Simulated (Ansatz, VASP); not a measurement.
One calculation of Ba, two programs

```
Ba
1.0
     4.31161    0.00000    0.00000
    -2.15581    3.73397    0.00000
     0.00000    0.00000    3.91341
Ba
1
Direct
  0.00000 0.00000 0.00000
```

Alike in both runs: task single point; functional r2SCAN; dispersion D3(BJ); k mesh 6 × 6 × 6; occupations gaussian, width 0.1 eV; no spin polarisation.

|  | VASP | Ansatz |
| --- | --- | --- |
| version | VASP 6.6.1 | Ansatz 0.2.0 |
| potentials or method | VASP PAW PBE potentials, release 64 (Ba_sv) | plane waves, PAW |
| plane-wave cutoff (eV) | 520 | 500 |
| valence electrons in the cell | 10 | 10 |

VASP gave:

```
pressure (GPa)                                                : -0.3
traceless stress, the component that is largest in VASP (GPa) : 0.37
```

Question: Which values does Ansatz return?

Answer: Pressure (GPa): -0.4; traceless stress, the component that is largest in VASP (GPa): 0.29.

VASP's potentials were made for PBE, not for r2SCAN. Ansatz's warnings: dispersion damping borrowed.

Spin-orbit coupling is off throughout.
